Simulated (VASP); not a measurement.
Crystal: BaTe.

```
Ba Te
1.0
     0.00000    3.53238    3.53238
     3.53238    0.00000    3.53238
     3.53238    3.53238    0.00000
Ba Te
1 1
Direct
  0.00000 0.00000 0.00000
  0.50000 0.50000 0.50000
```

Base run:

| Quantity | Value |
| --- | --- |
| Program | VASP 6.6.1 |
| Functional | r2SCAN |
| Potentials or basis | VASP PAW PBE potentials, release 64 (Ba_sv, Te) |
| Cutoff | 520 eV |
| k mesh | 4 × 4 × 4 |
| Occupations | gaussian, width 0.01 eV |
| Spin | no spin polarisation |

Its results: band gap on the k mesh 1.93 eV (least direct gap 2.31 eV); pressure 0.3 GPa.

Q: The run is repeated on the same cell with these changes: functional from r2SCAN to PBE. What comes out?

A: Band gap on the k mesh 1.57 eV (least direct gap 1.95 eV); pressure 0.4 GPa.

Caveats: spin-orbit coupling is left out, which moves the levels of the heavy elements; the PAW data sets were made with another functional, which shifts forces and pressure a little (at least some runs).

A k mesh can miss the band edges.
